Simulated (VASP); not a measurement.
## GaN: single point with r2SCAN

GaN:

```
Ga N
1.0
     3.20253    0.00000    0.00000
    -1.60126    2.77347    0.00000
     0.00000    0.00000    5.21567
Ga N
2 2
Cartesian
  1.6014 0.9244 3.0835
  0.0002 1.8491 0.4757
  1.6014 0.9244 5.0529
  0.0002 1.8491 2.4451
```

| Quantity | Value |
| --- | --- |
| Program | VASP 6.6.1 |
| Task | single point |
| Functional | r2SCAN |
| Potentials or basis | VASP PAW PBE potentials, release 64 (Ga_d, N) |
| Cutoff | 520 eV |
| k mesh | 9 × 9 × 5 |
| Occupations | fermi-dirac, width 0.1 eV |
| Spin | no spin polarisation |
| Dipole correction | no |
| Further INCAR settings | ALGO = Normal; EDIFF = 1e-06; NBANDS = 26 |

```json
{
  "Pressure": "-2.4 GPa",
  "Largest force": "0.057 eV/Å",
  "Band gap on the k mesh": "2.22 eV, direct"
}
```

Forces on the atoms (eV/Å):
```
Ga   0.000  0.002  0.057
Ga   0.000 -0.002  0.057
N    0.000  0.002 -0.057
N    0.000 -0.002 -0.057
```

Stress tensor (GPa, compression positive):
```
-2.27  0.00  0.00
 0.00 -2.25  0.00
 0.00  0.00 -2.74
```

Levels at points of the mesh, in eV from the valence-band top:
```csv
k point,band 16,band 17,band 18,band 19,band 20,band 21
"(0.00, 0.00, 0.00)",-0.02,0.00,0.00,2.22,4.69,9.85
```

Run time: 8.5 min on 1 thread of AMD EPYC 7R13, on a shared host, peak memory 0.19 GiB.

Caveat: the PAW data sets were made with another functional, which shifts forces and pressure a little. r2SCAN opens gaps a little over a GGA but as a rule still falls short of measured ones.
